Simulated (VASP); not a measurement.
Al17N15 (a cell with a defect), 32 atoms in the cell. The cell holds a defect, 32 atoms: a = 6.260 Å, b = 6.260 Å, c = 10.036 Å, α = 90.00°, β = 90.00°, γ = 120.00°. 

| Property | Result |
| --- | --- |
| Program | VASP 6.6.1 |
| Task | single point |
| Functional | r2SCAN |
| Potentials or basis | VASP PAW PBE potentials, release 64 (Al, N) |
| Cutoff | 580 eV |
| k mesh | 1 × 1 × 1, shifted |
| Occupations | fermi-dirac, width 0.01 eV |
| Spin | no spin polarisation |
| Dipole correction | no |
| Charge | -2 |
| Further INCAR settings | LREAL = Auto; ALGO = Normal; EDIFF = 1e-06; NBANDS = 85; NELECT = 128.0 |

Potentials or basis: VASP PAW PBE potentials, release 64 (Al, N).

Run with:

```bash
$ cat potpaw_PBE.64/Al/POTCAR potpaw_PBE.64/N/POTCAR > POTCAR
$ cp INCAR.step1 INCAR
$ mpirun -np 1 vasp_std > vasp.out
$ cp INCAR.step2 INCAR
$ mpirun -np 1 vasp_std > vasp.out
```

Hardware: 1 thread of Intel Xeon 8259CL, on a shared host.

**Question.** Estimate the wall time of this run.

**Answer.** Wall time 35 min on 1 thread of Intel Xeon 8259CL, on a shared host, peak memory 0.58 GiB. Counts: k points 6.
